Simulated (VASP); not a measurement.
In:

```xyz
3
Lattice="1.6356 0.9443 8.0399 -1.6356 0.9443 8.0399 0.0000 -1.8886 8.0399" Properties=species:S:1:pos:R:3 pbc="T T T"
In    0.0000    0.0000    5.3543
In    0.0000    0.0000   18.7655
In    0.0000    0.0000    0.0000
```

Base run:

- Program: VASP 6.6.1
- Functional: PBEsol
- Potentials or basis: VASP PAW PBE potentials, release 64 (In_d)
- Cutoff: 520 eV
- k mesh: 9 × 9 × 9
- Occupations: fermi-dirac, width 0.05 eV
- Spin: no spin polarisation

Its results: band gap on the k mesh zero (an odd number of electrons rules out a gap without spin polarisation); pressure 1.6 GPa.

Problem. The run is repeated on the same cell with these changes: functional from PBEsol to LDA; potentials or basis from VASP PAW PBE potentials, release 64 (In_d) to VASP PAW LDA potentials, release 64 (In_d). What comes out?

Solution. Band gap on the k mesh zero (an odd number of electrons rules out a gap without spin polarisation); pressure 0.2 GPa.

Caveats: spin-orbit coupling is left out, which moves the levels of the heavy elements; the PAW data sets were made with another functional, which shifts forces and pressure a little (at least some runs).
